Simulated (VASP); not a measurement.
# CdS (P4/mmm) in VASP: single point with PBE

Aim: the single point of CdS with PBE.

Everything below comes from runs of VASP 6.6.1. Logs are shortened: lines on timing, memory, paths and dates and some standing lists are left out, and cuts for length are marked.

### Step 1. The cell of the first run

Symmetry: P4/mmm, No. 123, tetragonal system. Conventional cell: a = 3.582 Å, b = 3.582 Å, c = 3.116 Å, α = 90.00°, β = 90.00°, γ = 90.00°. Cd (site symmetry 4/mmm) has 8 S at 2.97 Å and 6 Cd at 3.12 to 3.58 Å within 3.9 Å. Within 3.9 Å of S (site symmetry 4/mmm) lie 8 Cd at 2.97 Å and 6 S at 3.12 to 3.58 Å.

### Step 2. Single point, PBE

Input file INCAR:

```
  ALGO = Normal
  EDIFF = 1E-6
  ENCUT = 500
  GGA = PE
  GGA_COMPAT = F
  ISIF = 2
  ISMEAR = 0
  LASPH = T
  LCHARG = T
  LELF = T
  LREAL = F
  LVHAR = T
  LWAVE = F
  NBANDS = 16
  NELM = 120
  PREC = Accurate
  SIGMA = 0.15
```

Input file KPOINTS:

```
k-points
0
Gamma
  4 4 3
```

Input file POSCAR:

```
CdS
1.0
    3.5824656586      0.0000000000      0.0000000000
    0.0000000000      3.5824656586      0.0000000000
    0.0000000000      0.0000000000      3.1161339860
Cd S
1 1
Direct
    0.5000000000      0.5000000000      0.5000000000
    0.0000000000      0.0000000000      0.0000000000
```

Potentials or basis: VASP PAW PBE potentials, release 64 (Cd, S).

The run is started by

```console
> cat potpaw_PBE.64/Cd/POTCAR potpaw_PBE.64/S/POTCAR > POTCAR
> mpirun -np 1 vasp_std > vasp.out
```

OUTCAR:

```text
EDIFF = 1E-6
   ENCUT = 500
   GGA = PE
   ISIF = 2
   ISMEAR = 0
   LASPH = T
   LREAL = F
   NELM = 120
   PREC = Accurate

 ion  position               nearest neighbor table
   1  0.500  0.500  0.500-   2 2.97   2 2.97   2 2.97   2 2.97   2 2.97   2 2.97   2 2.97   2 2.97

   2  0.000  0.000  0.000-   1 2.97   1 2.97   1 2.97   1 2.97   1 2.97   1 2.97   1 2.97   1 2.97

  LATTYP: Found a simple tetragonal cell.
 ALAT       =     3.5824656586
 C/A-ratio  =     0.8698294088

  Lattice vectors:

 A1 = (   3.5824656586,   0.0000000000,   0.0000000000)
 A2 = (   0.0000000000,   3.5824656586,   0.0000000000)
 A3 = (   0.0000000000,   0.0000000000,   3.1161339860)

Analysis of symmetry for initial positions (statically):
=====================================================================
 Subroutine PRICEL returns:
 Original cell was already a primitive cell.

 Routine SETGRP: Setting up the symmetry group for a
 simple tetragonal supercell.

 Subroutine GETGRP returns: Found 16 space group operations
 (whereof 16 operations were pure point group operations)
 out of a pool of 16 trial point group operations.

The static configuration has the point symmetry D_4h.

Analysis of symmetry for dynamics (positions and initial velocities):
=====================================================================
 Subroutine PRICEL returns:
 Original cell was already a primitive cell.

 Routine SETGRP: Setting up the symmetry group for a
 simple tetragonal supercell.

 Subroutine GETGRP returns: Found 16 space group operations
 (whereof 16 operations were pure point group operations)
 out of a pool of 16 trial point group operations.

The dynamic configuration has the point symmetry D_4h.

 Subroutine INISYM returns: Found 16 space group operations
 (whereof 16 operations are pure point group operations),
 and found     1 'primitive' translations

----------------------------------------------------------------------------------------

                                     Primitive cell

  volume of cell :      39.9927

  direct lattice vectors                    reciprocal lattice vectors
     3.582465659  0.000000000  0.000000000     0.279137358  0.000000000  0.000000000
     0.000000000  3.582465659  0.000000000     0.000000000  0.279137358  0.000000000
     0.000000000  0.000000000  3.116133986     0.000000000  0.000000000  0.320910463

  length of vectors
     3.582465659  3.582465659  3.116133986     0.279137358  0.279137358  0.320910463

  position of ions in fractional coordinates (direct lattice)
     0.500000000  0.500000000  0.500000000
     0.000000000  0.000000000  0.000000000

  ion indices of the primitive-cell ions
   primitive index   ion index
                 1           1
                 2           2

----------------------------------------------------------------------------------------

 KPOINTS: k-points

Automatic generation of k-mesh.
 Grid dimensions read from file:
 generate k-points for:    4    4    3

 Generating k-lattice:

  Cartesian coordinates                     Fractional coordinates (reciprocal lattice)
     0.069784340  0.000000000  0.000000000     0.250000000  0.000000000  0.000000000
     0.000000000  0.069784340  0.000000000     0.000000000  0.250000000  0.000000000
     0.000000000  0.000000000  0.106970154     0.000000000  0.000000000  0.333333333

  Length of vectors
     0.069784340  0.069784340  0.106970154

  Shift w.r.t. Gamma in fractional coordinates (k-lattice)
     0.000000000  0.000000000  0.000000000

 Subroutine IBZKPT returns following result:
 ===========================================

 Found     12 irreducible k-points:

 Following reciprocal coordinates:
            Coordinates               Weight
  0.000000  0.000000  0.000000      1.000000
  0.250000  0.000000  0.000000      4.000000
  0.500000  0.000000  0.000000      2.000000
  0.250000  0.250000  0.000000      4.000000
  0.500000  0.250000  0.000000      4.000000
  0.500000  0.500000  0.000000      1.000000
  0.000000  0.000000  0.333333      2.000000
  0.250000  0.000000  0.333333      8.000000
  0.500000  0.000000  0.333333      4.000000
  0.250000  0.250000  0.333333      8.000000
  0.500000  0.250000  0.333333      8.000000
  0.500000  0.500000  0.333333      2.000000
   k-points           NKPTS =     12   k-points in BZ     NKDIM =     12   number of bands    NBANDS=     16
   number of dos      NEDOS =    301   number of ions     NIONS =      2
   total plane-waves  NPLWV =  18816
   dimension x,y,z NGX =    28 NGY =   28 NGZ =   24
   dimension x,y,z NGXF=    56 NGYF=   56 NGZF=   48
   ions per type =               1   1
   NGX,Y,Z   is equivalent  to a cutoff of  12.99, 12.99, 12.80 a.u.
   NGXF,Y,Z  is equivalent  to a cutoff of  25.99, 25.99, 25.61 a.u.
 SYSTEM =  unknown system
   PREC   = accura    normal or accurate (medium, high low for compatibility)
   ISTART =      0    job   : 0-new  1-cont  2-samecut
   ICHARG =      2    charge: 1-file 2-atom 10-const
   ISPIN  =      1    spin polarized calculation?
   LNONCOLLINEAR =      F non collinear calculations
   LSORBIT =      F    spin-orbit coupling
   LASPH  =      T    aspherical Exc in radial PAW
   ENCUT  =  500.0 eV  36.75 Ry    6.06 a.u.   6.53  6.53  5.68*2*pi/ulx,y,z
   NELM   =    120;   NELMIN=  2; NELMDL= -5     # of ELM steps
   EDIFF  = 0.1E-05   stopping-criterion for ELM
   LREAL  =      F    real-space projection
   EDIFFG = 0.1E-04   stopping-criterion for IOM
   NSW    =      0    number of steps for IOM
   IBRION =     -1    ionic relax: 0-MD 1-quasi-New 2-CG
   NFREE  =      0    steps in history (QN), initial steepest desc. (CG)
   ISIF   =      2    stress and relaxation
   ISYM   =      2    0-nonsym 1-usesym 2-fastsym
   POTIM  = 0.5000    time-step for ionic-motion
   TEBEG  =    0.0;   TEEND  =   0.0 temperature during run
   PSTRESS=    0.0 pullay stress
   NELECT =      18.0000    total number of electrons
   NUPDOWN=      -1.0000    fix difference up-down
   EMIN   =  10.00;   EMAX   =-10.00  energy-range for DOS
   EFERMI =   0.00;   METHOD = LEGACY
   ISMEAR =     0;   SIGMA  =   0.15  broadening in eV -4-tet -1-fermi 0-gaus
   EFERMI_NEDOS =   21; number of points for ismear=-14 and -15
   IALGO  =     38    algorithm
   IMIX   =      4    mixing-type and parameters
     AMIX     =   0.40;   BMIX     =  1.00
     AMIX_MAG =   1.60;   BMIX_MAG =  1.00
  volume/ion in A,a.u.               =      20.00       134.94
  Fermi-wavevector in a.u.,A,eV,Ry     =   1.254601  2.370852 21.415889  1.574023
  Thomas-Fermi vector in A             =   2.388398
   LORBIT       =      0    0 simple, 1 ext, 2 COOP (PROOUT), +10 PAW based schemes
   GGA     = PE    functional components
   LHFCALC =     F    Hartree Fock is set to
   AEXX    =    0.0000 exact exchange contribution
   IVDW    =     0    specifies the selected vdW correction
   LEPSILON=     F    determine dielectric tensor
   LRPA    =     F    only Hartree local field effects (RPA)
 non-spin polarized calculation
 Gauss-broadening in eV      SIGMA  =   0.15
  energy-cutoff  :      500.00
  volume of cell :       39.99
 maximum number of plane-waves:      1043
 NGX is ok and might be reduce to    28
   NGX = 13   NGY = 13   NGZ = 11

 number of electron      17.9999990 magnetization

 Free energy of the ion-electron system (eV)
  ---------------------------------------------------
  ext. energy  EPLUGINS =         0.00000000
  ---------------------------------------------------
  free energy    TOTEN  =        -4.74915249 eV

  energy without entropy =       -4.72963094  energy(sigma->0) =       -4.73939172

 E-fermi :   4.4692     XC(G=0): -10.6627

 val. band max:        4.4351698046   @ k =   0.5000   0.2500   0.0000
 cond. band min:       4.5530858787   @ k =   0.5000   0.0000   0.0000
 fundamental gap:      0.1179160741
 Fermi energy:         4.4691632944

 k-point     1 :       0.0000    0.0000    0.0000
  band No.  band energies     occupation
      1      -9.6409      2.00000
      2      -5.1045      2.00000
      3      -4.8218      2.00000
      4      -4.4180      2.00000
      5      -4.2936      2.00000
      6      -4.2936      2.00000
[... 8 lines left out ...]
     15      16.8702      0.00000
     16      16.8859      0.00000

 k-point     2 :       0.2500    0.0000    0.0000
  band No.  band energies     occupation
      1      -9.2745      2.00000
      2      -5.0792      2.00000
      3      -4.7450      2.00000
      4      -4.5474      2.00000
      5      -4.3646      2.00000
      6      -4.2862      2.00000
[... 8 lines left out ...]
     15      14.5716      0.00000
     16      18.4086      0.00000

 k-point     3 :       0.5000    0.0000    0.0000
  band No.  band energies     occupation
      1      -8.8131      2.00000
      2      -5.0668      2.00000
      3      -4.7524      2.00000
      4      -4.6673      2.00000
      5      -4.4334      2.00000
      6      -4.2788      2.00000
[... 8 lines left out ...]
     15      16.4680      0.00000
     16      18.5672      0.00000

 k-point     4 :       0.2500    0.2500    0.0000
  band No.  band energies     occupation
      1      -9.0056      2.00000
      2      -5.0575      2.00000
      3      -4.5984      2.00000
      4      -4.5495      2.00000
      5      -4.3579      2.00000
      6      -4.3389      2.00000
[... 8 lines left out ...]
     15      16.1760      0.00000
     16      17.2966      0.00000
[... 96 lines left out ...]
 k-point    10 :       0.2500    0.2500    0.3333
  band No.  band energies     occupation
      1      -8.2116      2.00000
      2      -4.7997      2.00000
      3      -4.6589      2.00000
      4      -4.5019      2.00000
      5      -4.4192      2.00000
      6      -4.3381      2.00000
[... 8 lines left out ...]
     15      16.0960      0.00000
     16      17.1170      0.00000

 k-point    11 :       0.5000    0.2500    0.3333
  band No.  band energies     occupation
      1      -7.9596      2.00000
      2      -4.8278      2.00000
      3      -4.7805      2.00000
      4      -4.4439      2.00000
      5      -4.3169      2.00000
      6      -4.2830      2.00000
[... 8 lines left out ...]
     15      16.9735      0.00000
     16      18.0499      0.00000

 k-point    12 :       0.5000    0.5000    0.3333
  band No.  band energies     occupation
      1      -7.6574      2.00000
      2      -4.9426      2.00000
      3      -4.9426      2.00000
      4      -4.5505      2.00000
      5      -4.2891      2.00000
      6      -4.2332      2.00000
[... 8 lines left out ...]
     15      18.6790      0.00000
     16      19.1824      0.00000

------------------------ aborting loop because EDIFF is reached ----------------------------------------

  FORCE on cell =-STRESS in cart. coord.  units (eV):
  Direction    XX          YY          ZZ          XY          YZ          ZX
  --------------------------------------------------------------------------------------
  -------------------------------------------------------------------------------------
  Total        0.0243843      0.0243843      0.0642039      0.0000000      0.0000000      0.0000000
  in kB        0.9768783      0.9768783      2.5721234      0.0000000      0.0000000      0.0000000
  external PRESSURE =       1.5086267 kB  Pullay stress =       0.0000000 kB

 VOLUME and BASIS-vectors are now :
 -----------------------------------------------------------------------------
  energy-cutoff  :      500.00
  volume of cell :       39.99
      direct lattice vectors                 reciprocal lattice vectors
     3.582465659  0.000000000  0.000000000     0.279137358  0.000000000  0.000000000
     0.000000000  3.582465659  0.000000000     0.000000000  0.279137358  0.000000000
     0.000000000  0.000000000  3.116133986     0.000000000  0.000000000  0.320910463

 POSITION                                       TOTAL-FORCE (eV/Angst)
 -----------------------------------------------------------------------------------
      1.79123      1.79123      1.55807         0.000000      0.000000      0.000000
      0.00000      0.00000      0.00000         0.000000      0.000000      0.000000
 -----------------------------------------------------------------------------------
    total drift:                                0.000000      0.000000      0.000000

  FREE ENERGIE OF THE ION-ELECTRON SYSTEM (eV)
  ---------------------------------------------------
  free  energy   TOTEN  =        -4.7491524920 eV

  energy  without entropy=       -4.7296309435  energy(sigma->0) =       -4.73939172
```

It took 17 s on 1 thread of Intel Xeon 8259CL, shared host; peak memory 0.15 GiB.

Results:

```
Free energy            : -4.7492 eV
Pressure               : 0.2 GPa
Band gap on the k mesh : zero (band 9 reaches 4.55 eV, above the bottom of band 10 at 3.54 eV)
```

Stress tensor (GPa, compression positive):
```
0.10 0.00 0.00
0.00 0.10 0.00
0.00 0.00 0.26
```

Levels at points of the mesh, in eV from the Fermi level:
```csv
k point,band 7,band 8,band 9,band 10,band 11,band 12
"(0.00, 0.00, 0.00)",-2.56,-2.56,-2.09,-0.61,5.36,6.85
"(0.50, 0.00, 0.00)",-6.76,-1.32,0.08,2.55,3.31,5.24
"(0.50, 0.50, 0.00)",-5.27,-5.27,-2.51,0.12,7.69,7.69
```

Caveat: the k points lie up to 0.67 Å⁻¹ apart.
